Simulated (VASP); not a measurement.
## K: single point with PBE

The system is K.

```
CELL_PARAMETERS angstrom
0.00000 2.65572 2.65572
2.65572 0.00000 2.65572
2.65572 2.65572 0.00000
ATOMIC_POSITIONS crystal
K 0.00000 0.00000 0.00000
```

This isn't the form of K at room conditions, which is bcc.

```yaml
Program: VASP 6.6.1
Task: single point
Functional: PBE
Potentials_or_basis: VASP PAW PBE potentials, release 64 (K_sv)
Cutoff: 520 eV
k_mesh: 13 × 13 × 13
Occupations: fermi-dirac, width 0.08 eV
Spin: no spin polarisation
Dipole_correction: no
Further_INCAR_settings: ALGO = Normal; EDIFF = 1e-06; NBANDS = 10
```

```
Pressure               : 8.4 GPa
Band gap on the k mesh : zero (an odd number of electrons rules out a gap without spin polarisation)
```

Levels at points of the mesh, in eV from the Fermi level:
```csv
k point,band 1,band 2,band 3,band 4,band 5,band 6,band 7,band 8,band 9,band 10
"(0.00, 0.00, 0.00)",-32.21,-15.45,-15.45,-15.45,-3.24,4.51,4.51,4.51,6.45,6.45
```

Run time: 9.7 s on 1 thread of Intel(R) Xeon(R) 6975P-C (Granite Rapids), with other jobs on the host, peak memory 0.17 GiB.

Caveat: the cell stands under pressure.
